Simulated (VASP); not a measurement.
Wanted: the native input for a VASP 6.6.1 run.

```
Task                   : single point
Functional             : PBEsol
Potentials or basis    : VASP PAW PBE potentials, release 64 (Mo_sv)
Cutoff                 : 520 eV
k mesh                 : 6 × 6 × 4
Occupations            : gaussian, width 0.1 eV
Spin                   : no spin polarisation
Dipole correction      : no
Further INCAR settings : ALGO = Normal; EDIFF = 1e-07; NBANDS = 36
```

The structure of Mo lies in POSCAR:

```
Mo
1.0
    2.1447590161     -3.6349687911      0.0000000000
    2.1447590161      3.6349687911      0.0000000000
    0.0000000000      0.0000000000      4.2952238224
Mo
4
Direct
    0.1525000000      0.8475000000      0.0785000000
    0.6525000000      0.3475000000      0.4215000000
    0.8475000000      0.1525000000      0.9215000000
    0.3475000000      0.6525000000      0.5785000000
```

One way to write it, as run:

INCAR

```
SYSTEM = Mo
  PREC = Accurate
  ENCUT = 520
  EDIFF = 1E-7
  ISMEAR = 0
  SIGMA = 0.1
  LREAL = .False.
  LASPH = .True.
  NELM = 80
  ALGO = Normal
  ISIF = 2
  LWAVE = .False.
  LCHARG = .False.
  GGA = PS
  NBANDS = 36
```

KPOINTS

```
Automatic mesh
0
Gamma
  6 6 4
  0 0 0
```

Potentials or basis: VASP PAW PBE potentials, release 64 (Mo_sv).

Run with:

```console
$ cat potpaw_PBE.64/Mo_sv/POTCAR > POTCAR
$ mpirun -np 1 vasp_std > vasp.out
```

It gave:

The pressure is 18.6 GPa and the largest force is 1.120 eV/Å. The band gap on the k mesh is zero (bands 28 and 29 overlap by 0.59 eV).

Caveat: the k points lie up to 0.37 Å⁻¹ apart, too coarse for converged energies and pressures of a metal; the PAW data sets were made with another functional, which shifts forces and pressure a little.

Wall time 100 s on 1 thread of Intel Xeon 8259CL (shared host), peak memory 0.21 GiB.
